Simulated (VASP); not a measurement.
Write the native input for VASP 6.6.1 that does the following.

```yaml
Task: electric field gradients
Functional: PBE
Potentials_or_basis: VASP PAW PBE potentials, release 64 (Li_sv)
Cutoff: 520 eV
k_mesh: 15 × 15 × 15
Occupations: fermi-dirac, width 0.08 eV
Spin: no spin polarisation
Dipole_correction: no
Further_INCAR_settings: ALGO = Normal; EDIFF = 1e-08; NBANDS = 8
```

The structure of Li lies in POSCAR:

```
Li
1.0
   -1.7441471135      1.7441471135      1.7441471135
    1.7441471135     -1.7441471135      1.7441471135
    1.7441471135      1.7441471135     -1.7441471135
Li
1
Direct
    0.0000000000      0.0000000000      0.0000000000
```

This cell differs from its parent crystal: volume scaled by 0.99.

These files were run (other wordings do the same):

INCAR

```
PREC = Accurate
ENCUT = 520
EDIFF = 1E-8
ISMEAR = -1
SIGMA = 0.08
LREAL = False
LASPH = True
NELM = 60
ALGO = Normal
ISIF = 2
LWAVE = False
LCHARG = False
GGA = PE
LEFG = True
NBANDS = 8
```

KPOINTS

```
regular mesh
0
Gamma
  15 15 15
```

Potentials or basis: VASP PAW PBE potentials, release 64 (Li_sv).

The run is started by

```bash
$ cat potpaw_PBE.64/Li_sv/POTCAR > POTCAR
$ mpirun -np 1 vasp_std > vasp.out
```

It took 8 s on 1 thread of Intel(R) Xeon(R) Platinum 8488C (Sapphire Rapids), with other jobs on the host, peak memory 0.14 GiB.
